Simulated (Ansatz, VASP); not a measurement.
**HfTi2Si2: VASP beside Ansatz**

Contents of INCAR:

```
SYSTEM = HfTi2Si2
ALGO = Normal
EDIFF = 1E-7
EDIFFG = -0.04
ENCUT = 600
GGA = PE
IBRION = 2
ISIF = 3
ISMEAR = 0
LASPH = .TRUE.
LCHARG = .FALSE.
LREAL = .FALSE.
LWAVE = .FALSE.
NELM = 60
NSW = 90
PREC = Accurate
SIGMA = 0.1
```

File KPOINTS:

```
k-points
0
G
  6 6 4
  0 0 0
```

Contents of POSCAR:

```
HfTi2Si2
1.0
    4.3781930501      0.0000000000      0.0000000000
   -2.1890965250      3.7916264041      0.0000000000
    0.0000000000      0.0000000000      7.2246260754
Hf Ti Si
1 2 2
Direct
    0.6666666667      0.3333333333      0.5000000000
    0.3333333333      0.6666666667      0.5000000000
    0.0000000000      0.0000000000      0.0000000000
    0.6666666667      0.3333333333      0.8473655157
    0.6666666667      0.3333333333      0.1526344843
```

Input for Ansatz:

```yaml
crystal:
  lattice:
    - [4.3781930501, 0.0, 0.0]
    - [-2.189096525, 3.7916264041, 0.0]
    - [0.0, 0.0, 7.2246260754]
  atoms:
    - { symbol: Hf, position: [0.6666666667, 0.3333333333, 0.5] }
    - { symbol: Ti, position: [0.3333333333, 0.6666666667, 0.5] }
    - { symbol: Ti, position: [0.0, 0.0, 0.0] }
    - { symbol: Si, position: [0.6666666667, 0.3333333333, 0.8473655157] }
    - { symbol: Si, position: [0.6666666667, 0.3333333333, 0.1526344843] }
basis:
  ecutwfc: 420
kpoints:
  mp_grid: { grid: [6, 6, 4] }
hamiltonian:
  xc: pbe
scf:
  occupations: { method: gaussian, width: 0.1 }
  lower_state_search: "off"
output:
  forces: true
  stress: true
  eigenvalues: true
relax:
  adjacent_minimum: "off"
  f_tol: 0.04
  max_steps: 70
  cell: { stress_tol: 0.4 }
```

Alike in both runs: task relaxation of cell and atoms; functional PBE; k mesh 6 × 6 × 4; occupations gaussian, width 0.1 eV; no spin polarisation.

|  | VASP | Ansatz |
| --- | --- | --- |
| version | VASP 6.6.1 | Ansatz 0.2.0 |
| potentials or method | VASP PAW PBE potentials, release 64 (Hf_pv, Ti_sv, Si), cutoff 600 eV | scalar-relativistic, plane waves, PAW |
| valence electrons in the cell | 42 | 58 |

```csv
,VASP,Ansatz,Ansatz less VASP
"gap on the k mesh at the Fermi level, each at its own relaxed structure (eV)",none,none,-
relaxed volume (Å³/atom),24.05,24.12,+0.074
relaxed length of the cell vector where the two differ most in proportion (Å),4.394,4.401,+0.0069
```

A gap of «none» marks a metal or a gap that the smearing closes. VASP's potentials hold 42 valence electrons a cell and Ansatz's 58, so a difference there can come from the potentials and not from the codes.

Neither program's run includes spin-orbit coupling.
